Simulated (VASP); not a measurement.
Here is a VASP 6.6.1 calculation.

The input INCAR:

```
SYSTEM = BaTe
  PREC = Accurate
  ENCUT = 520
  EDIFF = 1E-6
  ISMEAR = 0
  SIGMA = 0.01
  LREAL = .FALSE.
  LASPH = .TRUE.
  NELM = 100
  ALGO = Normal
  ISIF = 2
  LWAVE = .FALSE.
  LCHARG = .TRUE.
  GGA = PE
  LELF = .TRUE.
  LVHAR = .TRUE.
  NBANDS = 15
```

KPOINTS

```
Automatic mesh
0
G
  6 6 6
  0 0 0
```

Contents of POSCAR:

```
BaTe
1.0
    0.0000000000      3.5323868488      3.5323868488
    3.5323868488      0.0000000000      3.5323868488
    3.5323868488      3.5323868488      0.0000000000
Ba Te
1 1
Direct
    0.0000000000      0.0000000000      0.0000000000
    0.5000000000      0.5000000000      0.5000000000
```

Potentials or basis: VASP PAW PBE potentials, release 64 (Ba_sv, Te).

Command:

```bash
$ cat potpaw_PBE.64/Ba_sv/POTCAR potpaw_PBE.64/Te/POTCAR > POTCAR
$ mpirun -np 1 vasp_std > vasp.out
```

(1) Estimate the pressure.

(2) Estimate the band gap on the k mesh.

Results:

(1) 0.3 GPa.

(2) 1.58 eV (least direct gap 1.96 eV).

Caveat: spin-orbit coupling is left out, which moves the levels of the heavy elements.
